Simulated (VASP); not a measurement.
# TaAs (e600.b) (I4_1md) in VASP: single point with PBE

Aim: the single point of TaAs (e600.b) with PBE.

All numbers are computed with VASP 6.6.1; they aren't measurements. Logs are shortened: lines on timing, memory, paths and dates and some standing lists are left out, and cuts for length are marked.

## 1. The cell of the first run

The structure is tetragonal, space group I4_1md (No. 109). Conventional cell: a = 3.464 Å, b = 3.464 Å, c = 11.733 Å, α = 90.00°, β = 90.00°, γ = 90.00°. Within 3.5 Å of Ta (site symmetry 2mm) lie 6 As at 2.62 to 2.63 Å and 8 Ta at 3.41 to 3.46 Å. Within 3.5 Å of As (site symmetry 2mm) lie 6 Ta at 2.62 to 2.63 Å and 8 As at 3.41 to 3.46 Å.

## 2. Single point, PBE

Contents of INCAR:

```
ALGO     = Normal         # electronic algorithm
EDIFF    = 1E-6           # SCF threshold, eV
ENCUT    = 520            # plane-wave cutoff, eV
GGA      = PE             # functional
ISIF     = 2              # what is computed and relaxed
ISMEAR   = -1             # smearing method
LASPH    = T              # aspherical terms in the spheres
LCHARG   = T              # write CHGCAR
LELF     = T              # ELF
LREAL    = F              # projectors in reciprocal space
LVHAR    = T            
LWAVE    = F              # write WAVECAR
NBANDS   = 24             # bands
NELM     = 60             # most SCF steps
PREC     = Accurate       # precision mode
SIGMA    = 0.15           # smearing width, eV
```

Contents of KPOINTS:

```
k-points
0
Gamma
  18 18 18
```

Contents of POSCAR:

```
TaAs
1.0
   -1.7319819188      1.7319819188      5.8664077409
    1.7319819188     -1.7319819188      5.8664077409
    1.7319819188      1.7319819188     -5.8664077409
Ta As
2 2
Direct
    0.5001821005      1.0001821005      0.5000000000
    0.7501821005      0.7501821005      0.0000000000
    0.0824173195      0.5824173195      0.5000000000
    0.3324173195      0.3324173195      0.0000000000
```

Potentials or basis: VASP PAW PBE potentials, release 64 (Ta_pv, As).

Started as:

```bash
$ cat potpaw_PBE.64/Ta_pv/POTCAR potpaw_PBE.64/As/POTCAR > POTCAR
$ mpirun -np 1 vasp_std > vasp.out
```

OUTCAR:

```text
EDIFF = 1E-6
   ENCUT = 520
   GGA = PE
   ISIF = 2
   ISMEAR = -1
   LASPH = T
   LREAL = F
   NELM = 60
   PREC = Accurate

 ion  position               nearest neighbor table
   1  0.500  0.000  0.500-   4 2.62   4 2.62   3 2.63   3 2.63   3 2.63   3 2.63   2 3.41   2 3.41
                             2 3.41   2 3.41
   2  0.750  0.750  0.000-   3 2.62   3 2.62   4 2.63   4 2.63   4 2.63   4 2.63   1 3.41   1 3.41
                             1 3.41   1 3.41
   3  0.082  0.582  0.500-   2 2.62   2 2.62   1 2.63   1 2.63   1 2.63   1 2.63
   4  0.332  0.332  0.000-   1 2.62   1 2.62   2 2.63   2 2.63   2 2.63   2 2.63

  LATTYP: Found a body centered tetragonal cell.
 ALAT       =     3.4639638376
 C/A-ratio  =     3.3871068036

  Lattice vectors:

 A1 = (  -1.7319819188,   1.7319819188,   5.8664077409)
 A2 = (   1.7319819188,  -1.7319819188,   5.8664077409)
 A3 = (   1.7319819188,   1.7319819188,  -5.8664077409)

Analysis of symmetry for initial positions (statically):
=====================================================================
 Subroutine PRICEL returns:
 Original cell was already a primitive cell.

 Routine SETGRP: Setting up the symmetry group for a
 body centered tetragonal supercell.

 Subroutine GETGRP returns: Found  8 space group operations
 (whereof  4 operations were pure point group operations)
 out of a pool of 16 trial point group operations.

The static configuration has the point symmetry C_2v.
 The point group associated with its full space group is C_4v.

Analysis of symmetry for dynamics (positions and initial velocities):
=====================================================================
 Subroutine PRICEL returns:
 Original cell was already a primitive cell.

 Routine SETGRP: Setting up the symmetry group for a
 body centered tetragonal supercell.

 Subroutine GETGRP returns: Found  8 space group operations
 (whereof  4 operations were pure point group operations)
 out of a pool of 16 trial point group operations.

The dynamic configuration has the point symmetry C_2v.
 The point group associated with its full space group is C_4v.

 Subroutine INISYM returns: Found  8 space group operations
 (whereof  4 operations are pure point group operations),
 and found     1 'primitive' translations

----------------------------------------------------------------------------------------

                                     Primitive cell

  volume of cell :      70.3913

  direct lattice vectors                    reciprocal lattice vectors
    -1.731981919  1.731981919  5.866407741     0.000000000  0.288686617  0.085231034
     1.731981919 -1.731981919  5.866407741     0.288686617  0.000000000  0.085231034
     1.731981919  1.731981919 -5.866407741     0.288686617  0.288686617  0.000000000

  length of vectors
     6.357221289  6.357221289  6.357221289     0.301005468  0.301005468  0.408264528

  position of ions in fractional coordinates (direct lattice)
     0.500182100  0.000182100  0.500000000
     0.750182100  0.750182100  0.000000000
     0.082417320  0.582417320  0.500000000
     0.332417320  0.332417320  0.000000000

  ion indices of the primitive-cell ions
   primitive index   ion index
                 1           1
                 2           2
                 3           3
                 4           4

----------------------------------------------------------------------------------------

 KPOINTS: k-points

Automatic generation of k-mesh.
 Grid dimensions read from file:
 generate k-points for:   18   18   18

 Generating k-lattice:

  Cartesian coordinates                     Fractional coordinates (reciprocal lattice)
     0.000000000  0.016038145  0.004735057     0.055555556  0.000000000 -0.000000000
     0.016038145  0.000000000  0.004735057     0.000000000  0.055555556 -0.000000000
     0.016038145  0.016038145  0.000000000     0.000000000  0.000000000  0.055555556

  Length of vectors
     0.016722526  0.016722526  0.022681363

  Shift w.r.t. Gamma in fractional coordinates (k-lattice)
     0.000000000  0.000000000  0.000000000

 Subroutine IBZKPT returns following result:
 ===========================================

 Found    480 irreducible k-points:

 Following reciprocal coordinates:
            Coordinates               Weight
  0.000000  0.000000  0.000000      1.000000
  0.055556  0.000000 -0.000000      8.000000
  0.111111  0.000000 -0.000000      8.000000
  0.166667  0.000000 -0.000000      8.000000
  0.222222  0.000000 -0.000000      8.000000
  0.277778  0.000000  0.000000      8.000000
[... 16 lines left out ...]
 -0.277778  0.055556 -0.000000     16.000000
 -0.222222  0.055556  0.000000     16.000000
 [... further k-points ...]
   k-points           NKPTS =    480   k-points in BZ     NKDIM =    480   number of bands    NBANDS=     24
   number of dos      NEDOS =    301   number of ions     NIONS =      4
   total plane-waves  NPLWV = 110592
   dimension x,y,z NGX =    48 NGY =   48 NGZ =   48
   dimension x,y,z NGXF=    96 NGYF=   96 NGZF=   96
   ions per type =               2   2
   NGX,Y,Z   is equivalent  to a cutoff of  12.55, 12.55, 12.55 a.u.
   NGXF,Y,Z  is equivalent  to a cutoff of  25.10, 25.10, 25.10 a.u.
 SYSTEM =  unknown system
   PREC   = accura    normal or accurate (medium, high low for compatibility)
   ISTART =      0    job   : 0-new  1-cont  2-samecut
   ICHARG =      2    charge: 1-file 2-atom 10-const
   ISPIN  =      1    spin polarized calculation?
   LNONCOLLINEAR =      F non collinear calculations
   LSORBIT =      F    spin-orbit coupling
   LASPH  =      T    aspherical Exc in radial PAW
   ENCUT  =  520.0 eV  38.22 Ry    6.18 a.u.  11.82 11.82 11.82*2*pi/ulx,y,z
   NELM   =     60;   NELMIN=  2; NELMDL= -5     # of ELM steps
   EDIFF  = 0.1E-05   stopping-criterion for ELM
   LREAL  =      F    real-space projection
   EDIFFG = 0.1E-04   stopping-criterion for IOM
   NSW    =      0    number of steps for IOM
   IBRION =     -1    ionic relax: 0-MD 1-quasi-New 2-CG
   NFREE  =      0    steps in history (QN), initial steepest desc. (CG)
   ISIF   =      2    stress and relaxation
   ISYM   =      2    0-nonsym 1-usesym 2-fastsym
   POTIM  = 0.5000    time-step for ionic-motion
   TEBEG  =    0.0;   TEEND  =   0.0 temperature during run
   PSTRESS=    0.0 pullay stress
   NELECT =      32.0000    total number of electrons
   NUPDOWN=      -1.0000    fix difference up-down
   EMIN   =  10.00;   EMAX   =-10.00  energy-range for DOS
   EFERMI =   0.00;   METHOD = LEGACY
   ISMEAR =    -1;   SIGMA  =   0.15  broadening in eV -4-tet -1-fermi 0-gaus
   EFERMI_NEDOS =   21; number of points for ismear=-14 and -15
   IALGO  =     38    algorithm
   IMIX   =      4    mixing-type and parameters
     AMIX     =   0.40;   BMIX     =  1.00
     AMIX_MAG =   1.60;   BMIX_MAG =  1.00
  volume/ion in A,a.u.               =      17.60       118.76
  Fermi-wavevector in a.u.,A,eV,Ry     =   1.258786  2.378760 21.558999  1.584542
  Thomas-Fermi vector in A             =   2.392378
   LORBIT       =      0    0 simple, 1 ext, 2 COOP (PROOUT), +10 PAW based schemes
   GGA     = PE    functional components
   LHFCALC =     F    Hartree Fock is set to
   AEXX    =    0.0000 exact exchange contribution
   IVDW    =     0    specifies the selected vdW correction
   LEPSILON=     F    determine dielectric tensor
   LRPA    =     F    only Hartree local field effects (RPA)
 non-spin polarized calculation
  energy-cutoff  :      520.00
  volume of cell :       70.39
 maximum number of plane-waves:      1930
   NGX = 23   NGY = 23   NGZ = 23

 number of electron      32.0000002 magnetization

 Free energy of the ion-electron system (eV)
  ---------------------------------------------------
  ext. energy  EPLUGINS =         0.00000000
  ---------------------------------------------------
  free energy    TOTEN  =       -35.13943396 eV

  energy without entropy =      -35.07804690  energy(sigma->0) =      -35.10874043

 E-fermi :   6.8197     XC(G=0): -11.8535

 val. band max:        6.8170834365   @ k =  -0.1111   0.4444   0.1111
 cond. band min:       6.8386272238   @ k =  -0.2222   0.5000   0.2222
 fundamental gap:      0.0215437873
 Fermi energy:         6.8196817104

 k-point     1 :       0.0000    0.0000    0.0000
  band No.  band energies     occupation
      1     -28.1308      2.00000
      2     -28.0999      2.00000
      3     -28.0999      2.00000
      4     -27.9554      2.00000
      5     -27.9554      2.00000
      6     -27.9012      2.00000
[... 16 lines left out ...]
     23      10.8911      0.00000
     24      10.8921      0.00000

 k-point     2 :       0.0556    0.0000   -0.0000
  band No.  band energies     occupation
      1     -28.1299      2.00000
      2     -28.1037      2.00000
      3     -28.0995      2.00000
      4     -27.9598      2.00000
      5     -27.9549      2.00000
      6     -27.9016      2.00000
[... 16 lines left out ...]
     23      10.5443      0.00000
     24      11.0404      0.00000

 k-point     3 :       0.1111    0.0000   -0.0000
  band No.  band energies     occupation
      1     -28.1307      2.00000
      2     -28.1112      2.00000
      3     -28.0983      2.00000
      4     -27.9723      2.00000
      5     -27.9534      2.00000
      6     -27.9032      2.00000
[... 16 lines left out ...]
     23      10.6663      0.00000
     24      11.4343      0.00000

 k-point     4 :       0.1667    0.0000   -0.0000
  band No.  band energies     occupation
      1     -28.1453      2.00000
      2     -28.1091      2.00000
      3     -28.0964      2.00000
      4     -27.9907      2.00000
      5     -27.9512      2.00000
      6     -27.9063      2.00000
[... 16 lines left out ...]
     23      10.9571      0.00000
     24      11.9630      0.00000

 k-point     5 :       0.2222    0.0000   -0.0000
  band No.  band energies     occupation
      1     -28.1691      2.00000
      2     -28.1005      2.00000
      3     -28.0942      2.00000
      4     -28.0122      2.00000
      5     -27.9484      2.00000
      6     -27.9110      2.00000
[... 16 lines left out ...]
     23      11.2189      0.00000
     24      12.5123      0.00000

 k-point     6 :       0.2778    0.0000    0.0000
  band No.  band energies     occupation
      1     -28.1954      2.00000
      2     -28.0917      2.00000
      3     -28.0914      2.00000
      4     -28.0328      2.00000
      5     -27.9455      2.00000
      6     -27.9172      2.00000
[... 16 lines left out ...]
     23      11.3345      0.00000
     24      12.9448      0.00000
[... 379 lines left out ...]
 k-point    21 :      -0.3889    0.0556    0.0000
  band No.  band energies     occupation
      1     -28.2396      2.00000
      2     -28.0961      2.00000
      3     -28.0894      2.00000
      4     -28.0467      2.00000
      5     -27.9455      2.00000
      6     -27.9278      2.00000
[... 16 lines left out ...]
     23      11.3713      0.00000
     24      13.0796      0.00000

 k-point    22 :      -0.3333    0.0556    0.0000
  band No.  band energies     occupation
      1     -28.2194      2.00000
      2     -28.0961      2.00000
      3     -28.0857      2.00000
      4     -28.0467      2.00000
      5     -27.9474      2.00000
      6     -27.9208      2.00000
[... 16 lines left out ...]
     23      11.4654      0.00000
     24      12.9504      0.00000

 k-point    23 :      -0.2778    0.0556   -0.0000
  band No.  band energies     occupation
      1     -28.1947      2.00000
      2     -28.0993      2.00000
      3     -28.0892      2.00000
      4     -28.0330      2.00000
      5     -27.9500      2.00000
      6     -27.9140      2.00000
[... 16 lines left out ...]
     23      11.5585      0.00000
     24      12.6334      0.00000

 k-point    24 :      -0.2222    0.0556    0.0000
  band No.  band energies     occupation
      1     -28.1685      2.00000
      2     -28.1049      2.00000
      3     -28.0951      2.00000
      4     -28.0121      2.00000
      5     -27.9529      2.00000
      6     -27.9083      2.00000
[... 16 lines left out ...]
     23      11.4492      0.00000
     24      12.1699      0.00000

 [... further k-points ...]

------------------------ aborting loop because EDIFF is reached ----------------------------------------

  FORCE on cell =-STRESS in cart. coord.  units (eV):
  Direction    XX          YY          ZZ          XY          YZ          ZX
  --------------------------------------------------------------------------------------
  -------------------------------------------------------------------------------------
  Total        0.2066521      0.2066521      0.1624505      0.0000000      0.0000000      0.0000000
  in kB        4.7036126      4.7036126      3.6975391      0.0000000      0.0000000      0.0000000
  external PRESSURE =       4.3682547 kB  Pullay stress =       0.0000000 kB

 VOLUME and BASIS-vectors are now :
 -----------------------------------------------------------------------------
  energy-cutoff  :      520.00
  volume of cell :       70.39
      direct lattice vectors                 reciprocal lattice vectors
    -1.731981919  1.731981919  5.866407741     0.000000000  0.288686617  0.085231034
     1.731981919 -1.731981919  5.866407741     0.288686617  0.000000000  0.085231034
     1.731981919  1.731981919 -5.866407741     0.288686617  0.288686617  0.000000000

 POSITION                                       TOTAL-FORCE (eV/Angst)
 -----------------------------------------------------------------------------------
      0.00000      1.73198      0.00214         0.000000      0.000000      0.001631
      0.00000      0.00000      8.80175        -0.000000     -0.000000      0.001631
      1.73198     -0.00000      0.96699         0.000000      0.000000     -0.001631
      0.00000      0.00000      3.90019        -0.000000     -0.000000     -0.001631
 -----------------------------------------------------------------------------------
    total drift:                                0.000000      0.000000     -0.000048

  FREE ENERGIE OF THE ION-ELECTRON SYSTEM (eV)
  ---------------------------------------------------
  free  energy   TOTEN  =       -35.1394339557 eV

  energy  without entropy=      -35.0780469014  energy(sigma->0) =      -35.10874043
```

Wall time 47 min (1 thread of AMD EPYC 7R13, shared host); peak memory 0.85 GiB.

What came out:

```yaml
Free_energy: -35.1394 eV
Pressure: 0.4 GPa
Band_gap_on_the_k_mesh: zero (band 16 reaches 6.88 eV, above the bottom of band 17 at 6.87 eV)
```

Stress tensor (GPa, compression positive):
```
0.47 0.00 0.00
0.00 0.47 0.00
0.00 0.00 0.37
```

Caveat: spin-orbit coupling is left out, which moves the levels of the heavy elements.
